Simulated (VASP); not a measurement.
Runs of VASP 6.6.1 on HfH6. The structure is that of space group Pm-3m (No. 221), or close to it. The cells are those of the table. 

| task | cell | k mesh | cutoff (eV) | gap on the mesh (eV) | pressure (GPa) | relaxed volume (Å³/atom) | largest force (eV/Å) |
| --- | --- | --- | --- | --- | --- | --- | --- |
| single point | a = 5.202 Å, 7 atoms | 4 × 4 × 4 | 520 | none | -0.2 | - | 0.04 |
| relaxation of cell and atoms | relaxed from a = 5.202 Å, 7 atoms | 8 × 8 × 8 | 600 | none | 0.0 | 19.26 | - |
| single point | a = 3.806 Å, 7 atoms | 4 × 4 × 4 | 520 | none | (a) | - | (b) |
| relaxation of cell and atoms | relaxed from a = 3.806 Å, 7 atoms | 4 × 4 × 4 | 600 | none | 0.1 | 19.45 | 0.01 |
| single point | a = 5.139 Å, 7 atoms | 8 × 8 × 8 | 520 | none | -0.2 | - | 0.01 |

Alike in all rows: level PBE; potentials or basis VASP PAW PBE potentials, release 64 (Hf_pv, H); no spin polarisation; smearing gaussian 0.1 eV.

Task: Estimate the missing entries.

Result: (a) 61.3; (b) 7.83.

Caveats: some runs use coarse meshes; spin-orbit coupling is left out, which moves the levels of the heavy elements; forces of over 1 eV/Å act on the atoms, so gaps and moduli don't describe the material at rest (some runs); the volume moved by over 15 % at a fixed basis, so the end points are rough (some runs).

A k mesh can miss the band edges, and the runs leave out spin-orbit coupling on Hf.

A gap of «none» marks levels without a gap at the run's occupations.
